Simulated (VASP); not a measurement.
# HC16 (a cell with a defect): single point with PBE

HC16 (a cell with a defect):

```
C H
1.0
     0.00000    3.57000    3.57000
     3.57000    0.00000    3.57000
     3.57000    3.57000    0.00000
C H
16 1
Direct
  0.03041 0.98816 0.98777
  0.11811 0.12090 0.13064
  0.99688 0.99297 0.50406
  0.12674 0.12080 0.62196
  0.00089 0.49353 0.99845
  0.13727 0.60911 0.12449
  0.00285 0.49477 0.49885
  0.12555 0.61914 0.62492
  0.48772 0.99606 0.00003
  0.59467 0.13156 0.13680
  0.49842 0.99466 0.50253
  0.62222 0.12168 0.62566
  0.50692 0.49485 0.99388
  0.62415 0.61806 0.12607
  0.49951 0.49482 0.49959
  0.62821 0.61909 0.62045
  0.81241 0.90791 0.06144
```

```
Program             : VASP 6.6.1
Task                : single point
Functional          : PBE
Potentials or basis : VASP PAW PBE potentials, release 64 (C, H)
Cutoff              : 520 eV
k mesh              : 3 × 3 × 3
Occupations         : gaussian, width 0.05 eV
Spin                : no spin polarisation
```

The largest force is 0.024 eV/Å.

Forces in eV/Å, atoms in the order of the input:
```
C    0.011  0.002  0.004
C    0.009 -0.005 -0.001
C   -0.002  0.000  0.001
C    0.000 -0.006  0.002
C    0.001 -0.002 -0.005
C    0.000  0.000 -0.012
C    0.007 -0.004 -0.001
C    0.002  0.004  0.001
C   -0.012  0.000  0.001
C    0.001 -0.002  0.010
C    0.004  0.007  0.000
C   -0.002  0.004  0.005
C    0.000  0.006  0.009
C   -0.004  0.001  0.001
C    0.001 -0.003  0.001
C    0.000 -0.001 -0.001
H   -0.016  0.001 -0.017
```

Levels at points of the mesh, in eV from the Fermi level:
| k point | band 28 | band 29 | band 30 | band 31 | band 32 | band 33 | band 34 | band 35 | band 36 | band 37 |
| --- | --- | --- | --- | --- | --- | --- | --- | --- | --- | --- |
| (0.00, 0.00, 0.00) | -2.99 | -2.87 | -0.54 | -0.41 | -0.26 | 2.32 | 3.09 | 4.03 | 4.24 | 4.54 |

It took 3.3 min on 1 thread of Intel Xeon 8259CL, with other jobs on the host, peak memory 0.25 GiB.

Caveat: the k points lie up to 0.51 Å⁻¹ apart; the cell carries a net charge on a neutralising background, which shifts energy and pressure; the cell is charged against a uniform background, so pressure and absolute levels hang on convention.
